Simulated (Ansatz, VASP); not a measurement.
One calculation of SiC, two programs

```
CELL_PARAMETERS angstrom
3.04460 0.00000 0.00000
-1.52230 2.63670 0.00000
0.00000 0.00000 5.05705
ATOMIC_POSITIONS crystal
Si 0.33333 0.66667 0.00021
Si 0.66667 0.33333 0.50021
C 0.33333 0.66667 0.37479
C 0.66667 0.33333 0.87479
```

Change from the starting cell: epitaxial_xy strain -1.0%.

Alike in both runs: task single point; functional HSE06; k mesh 6 × 6 × 4; no spin polarisation.

|  | VASP | Ansatz |
| --- | --- | --- |
| version | VASP 6.6.1 | Ansatz 0.2.0 |
| potentials or method | VASP PAW PBE potentials, release 64 (Si, C) | plane waves, PAW |
| plane-wave cutoff (eV) | 520 | 420 |
| occupations | gaussian, width 0.01 eV | fixed |
| valence electrons in the cell | 16 | 16 |

|  | VASP | Ansatz | Ansatz less VASP |
| --- | --- | --- | --- |
| gap on the k mesh at the Fermi level (eV) | 3.04 | 3.04 | -0.001 |
| pressure (GPa) | 2.8 | 3.2 | +0.41 |
| traceless stress, the component that is largest in VASP (GPa) | -4.66 | -4.68 | -0.022 |
| rms of the force components (eV/Å) | 0.009 | 0.008 | -0.0003 |

Atom by atom the forces differ by 0.000 eV/Å (rms over components). Ansatz's warnings: stress exchange threshold loose, stress scf threshold loose.
